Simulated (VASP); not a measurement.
# MoS2 (P6_3/mmc) in VASP: further runs

MoS2 is run at these levels: PBE; tasks: electric field gradients.

All numbers are computed with VASP 6.6.1; they aren't measurements. Logs are shortened: lines on timing, memory, paths and dates and some standing lists are left out, and cuts for length are marked.

## 1. The cell of the first run

The structure is hexagonal, space group P6_3/mmc (No. 194). Conventional cell: a = 3.118 Å, b = 3.118 Å, c = 12.129 Å, α = 90.00°, β = 90.00°, γ = 120.00°. Mo (site symmetry -6m2) has 6 S at 2.33 Å within 3.1 Å. S (site symmetry 3m) has 3 Mo at 2.33 Å and 1 S at 2.97 Å within 3.1 Å.

## 2. Electric field gradients, PBE (volume scaled by 0.96)

Input file INCAR:

```
PREC = Accurate
ENCUT = 520
EDIFF = 1E-8
ISMEAR = -1
SIGMA = 0.03
LREAL = F
LASPH = T
NELM = 60
ALGO = Normal
ISIF = 2
LWAVE = F
LCHARG = F
GGA = PE
LEFG = T
NBANDS = 35
```

Input file KPOINTS:

```
Automatic mesh
0
Gamma
  10 10 3
```

Input file POSCAR:

```
MoS2
1.0
    3.1182801267      0.0000000000      0.0000000000
   -1.5591400634      2.7005098059      0.0000000000
    0.0000000000      0.0000000000     12.1288309816
Mo S
2 4
Direct
    0.3333333333      0.6666666667      0.2500000000
    0.6666666667      0.3333333333      0.7500000000
    0.3333333333      0.6666666667      0.6275000000
    0.6666666667      0.3333333333      0.1275000000
    0.3333333333      0.6666666667      0.8725000000
    0.6666666667      0.3333333333      0.3725000000
```

Potentials or basis: VASP PAW PBE potentials, release 64 (Mo_sv, S).

Run with:

```sh
cat potpaw_PBE.64/Mo_sv/POTCAR potpaw_PBE.64/S/POTCAR > POTCAR
mpirun -np 1 vasp_std > vasp.out
```

OUTCAR:

```text
PREC = Accurate
   ENCUT = 520
   EDIFF = 1E-8
   ISMEAR = -1
   LREAL = F
   LASPH = T
   NELM = 60
   ISIF = 2
   GGA = PE

 ion  position               nearest neighbor table
   1  0.333  0.667  0.250-   4 2.33   6 2.33   4 2.33   6 2.33   4 2.33   6 2.33
   2  0.667  0.333  0.750-   3 2.33   5 2.33   3 2.33   5 2.33   3 2.33   5 2.33
   3  0.333  0.667  0.627-   2 2.33   2 2.33   2 2.33
   4  0.667  0.333  0.127-   1 2.33   1 2.33   1 2.33
   5  0.333  0.667  0.873-   2 2.33   2 2.33   2 2.33
   6  0.667  0.333  0.373-   1 2.33   1 2.33   1 2.33

  LATTYP: Found a hexagonal cell.
 ALAT       =     3.1182801267
 C/A-ratio  =     3.8895899306

  Lattice vectors:

 A1 = (   3.1182801267,   0.0000000000,   0.0000000000)
 A2 = (  -1.5591400634,   2.7005098059,   0.0000000000)
 A3 = (   0.0000000000,   0.0000000000,  12.1288309816)

Analysis of symmetry for initial positions (statically):
=====================================================================
 Subroutine PRICEL returns:
 Original cell was already a primitive cell.

 Routine SETGRP: Setting up the symmetry group for a
 hexagonal supercell.

 Subroutine GETGRP returns: Found 24 space group operations
 (whereof 12 operations were pure point group operations)
 out of a pool of 24 trial point group operations.

The static configuration has the point symmetry D_3d.
 The point group associated with its full space group is D_6h.

Analysis of symmetry for dynamics (positions and initial velocities):
=====================================================================
 Subroutine PRICEL returns:
 Original cell was already a primitive cell.

 Routine SETGRP: Setting up the symmetry group for a
 hexagonal supercell.

 Subroutine GETGRP returns: Found 24 space group operations
 (whereof 12 operations were pure point group operations)
 out of a pool of 24 trial point group operations.

The dynamic configuration has the point symmetry D_3d.
 The point group associated with its full space group is D_6h.

 Subroutine INISYM returns: Found 24 space group operations
 (whereof 12 operations are pure point group operations),
 and found     1 'primitive' translations

[... 155 lines left out ...]
 Fermi energy:         8.7179121407

 k-point     1 :       0.0000    0.0000    0.0000
  band No.  band energies     occupation
      1     -53.3466      2.00000
      2     -53.3466      2.00000
      3     -27.5666      2.00000
      4     -27.5665      2.00000
      5     -27.3011      2.00000
      6     -27.3011      2.00000
[... 901 lines left out ...]
     34      12.2385      0.00000
     35      14.1720      0.00000

 [... further k-points ...]

------------------------ aborting loop because EDIFF is reached ----------------------------------------

  FORCE on cell =-STRESS in cart. coord.  units (eV):
  Direction    XX          YY          ZZ          XY          YZ          ZX
  --------------------------------------------------------------------------------------
  -------------------------------------------------------------------------------------
  Total        8.8933258      8.8933258     13.6997060     -0.0000000      0.0000000      0.0000000
  in kB      139.5066643    139.5066644    214.9027634     -0.0000000      0.0000000      0.0000000
  external PRESSURE =     164.6386974 kB  Pullay stress =       0.0000000 kB

 VOLUME and BASIS-vectors are now :
 -----------------------------------------------------------------------------
  energy-cutoff  :      520.00
  volume of cell :      102.14
      direct lattice vectors                 reciprocal lattice vectors
     3.118280127  0.000000000  0.000000000     0.320689598  0.185150226  0.000000000
    -1.559140063  2.700509806  0.000000000     0.000000000  0.370300451  0.000000000
     0.000000000  0.000000000 12.128830982     0.000000000  0.000000000  0.082448177

 POSITION                                       TOTAL-FORCE (eV/Angst)
 -----------------------------------------------------------------------------------
     -0.00000      1.80034      3.03221         0.000000     -0.000000      0.000000
      1.55914      0.90017      9.09662         0.000000      0.000000      0.000000
     -0.00000      1.80034      7.61084        -0.000000      0.000000     -2.002576
      1.55914      0.90017      1.54643         0.000000     -0.000000     -2.002576
     -0.00000      1.80034     10.58241        -0.000000      0.000000      2.002576
      1.55914      0.90017      4.51799         0.000000      0.000000      2.002576
 -----------------------------------------------------------------------------------
    total drift:                               -0.000000      0.000000     -0.000000

  FREE ENERGIE OF THE ION-ELECTRON SYSTEM (eV)
  ---------------------------------------------------
  free  energy   TOTEN  =       -43.1355017130 eV

  energy  without entropy=      -43.1355017016  energy(sigma->0) =      -43.13550171

 Electric field gradients (V/A^2)
---------------------------------------------------------------------
 ion       V_xx      V_yy      V_zz      V_xy      V_xz      V_yz
---------------------------------------------------------------------
   1      49.182    49.182   -98.364    -0.001     0.000    -0.000
   2      49.182    49.182   -98.364    -0.001    -0.000     0.000
   3      32.418    32.418   -64.836     0.000    -0.000     0.000
   4      32.418    32.418   -64.836     0.000     0.000    -0.000
   5      32.418    32.418   -64.836     0.000     0.000    -0.000
   6      32.418    32.418   -64.836     0.000    -0.000     0.000
---------------------------------------------------------------------

 Electric field gradients after diagonalization (V/A^2)
 (convention: |V_zz| > |V_xx| > |V_yy|)
----------------------------------------------------------------------
 ion       V_xx      V_yy      V_zz     asymmetry (V_yy - V_xx)/ V_zz
----------------------------------------------------------------------
   1      49.183    49.181   -98.364       0.000
   2      49.183    49.181   -98.364       0.000
   3      32.418    32.418   -64.836       0.000
   4      32.418    32.418   -64.836       0.000
   5      32.418    32.418   -64.836       0.000
   6      32.418    32.418   -64.836       0.000
----------------------------------------------------------------------

           NMR quadrupolar parameters

 Cq : quadrupolar parameter    Cq=e*Q*V_zz/h
 eta: asymmetry parameters     (V_yy - V_xx)/ V_zz
 Q  : nuclear electric quadrupole moment in mb (millibarn)
----------------------------------------------------------------------
 ion       Cq(MHz)       eta       Q (mb)
----------------------------------------------------------------------
   1      -0.238       0.000       1.000
   2      -0.238       0.000       1.000
   3      -0.157       0.000       1.000
   4      -0.157       0.000       1.000
   5      -0.157       0.000       1.000
   6      -0.157       0.000       1.000
----------------------------------------------------------------------
```

OSZICAR:

```text
N       E                     dE             d eps       ncg     rms          rms(c)
DAV:   1     0.452687567145E+03    0.45269E+03   -0.29687E+04  2152   0.142E+03
DAV:   2    -0.232474088176E+02   -0.47593E+03   -0.46032E+03  2386   0.370E+02
DAV:   3    -0.453941160506E+02   -0.22147E+02   -0.21797E+02  2437   0.738E+01
DAV:   4    -0.458061580574E+02   -0.41204E+00   -0.41052E+00  2364   0.103E+01
DAV:   5    -0.458138465227E+02   -0.76885E-02   -0.76869E-02  2320   0.142E+00    0.412E+01
DAV:   6    -0.436331565774E+02    0.21807E+01   -0.10343E+01  2151   0.208E+01    0.142E+01
DAV:   7    -0.433824623633E+02    0.25069E+00   -0.37258E+00  2048   0.122E+01    0.923E+00
DAV:   8    -0.431334314010E+02    0.24903E+00   -0.65310E-01  2084   0.556E+00    0.300E+00
DAV:   9    -0.431415181804E+02   -0.80868E-02   -0.73250E-02  2329   0.133E+00    0.139E+00
DAV:  10    -0.431356848599E+02    0.58333E-02   -0.30596E-02  2134   0.113E+00    0.353E-01
DAV:  11    -0.431355650347E+02    0.11983E-03   -0.19891E-03  2174   0.288E-01    0.117E-01
DAV:  12    -0.431354798415E+02    0.85193E-04   -0.25587E-04  2210   0.702E-02    0.478E-02
DAV:  13    -0.431355005378E+02   -0.20696E-04   -0.10670E-04  2172   0.446E-02    0.211E-02
DAV:  14    -0.431355014825E+02   -0.94468E-06   -0.46623E-06  2253   0.107E-02    0.176E-02
DAV:  15    -0.431355017050E+02   -0.22252E-06   -0.26935E-06  2233   0.829E-03    0.817E-03
DAV:  16    -0.431355017038E+02    0.12351E-08   -0.98732E-07  2247   0.605E-03    0.663E-03
DAV:  17    -0.431355017130E+02   -0.92150E-08   -0.35492E-08  2077   0.906E-04
   1 F= -.43135502E+02 E0= -.43135502E+02  d E =-.113683E-07
```

stdout:

```text
POSCAR found type information on POSCAR MoS
 POSCAR found :  2 types and       6 ions
 scaLAPACK will be used
 LDA part: xc-table for (Slater+PW92), standard interpolation
 POSCAR, INCAR and KPOINTS ok, starting setup
 FFT: planning ... GRIDC
 FFT: planning ... GRID_SOFT
 FFT: planning ... GRID
 WAVECAR not read
 entering main loop
ion   1

ion   2

ion   3

ion   4

ion   5

ion   6
```

Run time: 66 s. Hardware: 1 thread of Intel Xeon Platinum 8488C (Sapphire Rapids), shared host; peak memory 0.25 GiB.

What came out:

| Property | Result |
| --- | --- |
| Free energy | -43.1355 eV |
| Pressure | 16.5 GPa |
| Largest force | 2.003 eV/Å |
| Band gap on the k mesh | 0.89 eV, indirect (least direct gap 1.98 eV) |

Forces on the atoms (eV/Å):
```
Mo   0.000  0.000  0.000
Mo   0.000  0.000  0.000
S    0.000  0.000 -2.003
S    0.000  0.000 -2.003
S    0.000  0.000  2.003
S    0.000  0.000  2.003
```

Stress tensor (GPa, compression positive):
```
13.95  0.00  0.00
 0.00 13.95  0.00
 0.00  0.00 21.49
```

Levels at points of the mesh, in eV from the valence-band top:
| k point | band 24 | band 25 | band 26 | band 27 | band 28 | band 29 |
| --- | --- | --- | --- | --- | --- | --- |
| (0.00, 0.00, 0.00) | -1.37 | -1.26 | 0.00 | 2.03 | 2.03 | 2.05 |
| (0.50, 0.00, 0.00) | -1.94 | -1.69 | -1.55 | 1.46 | 1.50 | 1.98 |

Electric field gradients, principal values (V/Å²):
```
atom   least  middle  greatest (by size)
1 Mo  49.181  49.183             -98.364
2 Mo  49.181  49.183             -98.364
 3 S  32.418  32.418             -64.836
 4 S  32.418  32.418             -64.836
 5 S  32.418  32.418             -64.836
 6 S  32.418  32.418             -64.836
```

Caveat: without QUAD_EFG the Cq values of the log hold for a quadrupole moment of 1 mb, not for the nuclei; this functional lacks dispersion, which binds the layers, so the pressure and a relaxed spacing across them are unreliable; forces of over 1 eV/Å act on the atoms, so gaps and moduli don't describe the material at rest. A k mesh can miss the band edges.

[end of part 1 of 2]
